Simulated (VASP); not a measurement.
A run of VASP 6.6.1 is set up as follows.

The input INCAR:

```
PREC = Accurate
ENCUT = 520
EDIFF = 1E-6
ISMEAR = -1
SIGMA = 0.2
LREAL = F
LASPH = T
NELM = 80
ALGO = Normal
ISIF = 2
LWAVE = F
LCHARG = F
GGA = PS
NBANDS = 36
```

Contents of KPOINTS:

```
Automatic mesh
0
Gamma
  6 6 6
```

File POSCAR:

```
ZnS
1.0
    1.9525233809      1.1272903570      9.5949636807
   -1.9525233809      1.1272903570      9.5949636807
    0.0000000000     -2.2545796880      9.5949636807
Zn S
3 3
Direct
    0.9999710000      0.9999710000      0.9999710000
    0.2222690000      0.2222690000      0.2222690000
    0.4446130000      0.4446130000      0.4446130000
    0.0832670000      0.0832670000      0.0832670000
    0.5278420000      0.5278420000      0.5278420000
    0.3053630000      0.3053630000      0.3053630000
```

Potentials or basis: VASP PAW PBE potentials, release 64 (Zn, S).

Run with:

```console
$ cat potpaw_PBE.64/Zn/POTCAR potpaw_PBE.64/S/POTCAR > POTCAR
$ mpirun -np 1 vasp_std > vasp.out
```

Task: Estimate the band gap on the k mesh.

Result: 1.73 eV.

Task: What does it give for the largest force?

Result: 0.021 eV/Å.

Task: Estimate the pressure.

Result: -5.9 GPa.

Forces on the atoms (eV/Å):
```
Zn   0.000  0.000 -0.007
Zn   0.000  0.000 -0.010
Zn   0.000  0.000 -0.021
S    0.000  0.000  0.016
S    0.000  0.000  0.007
S    0.000  0.000  0.016
```

Caveat: the cell stands under tension; the PAW data sets were made with another functional, which shifts forces and pressure a little. A k mesh can miss the band edges.
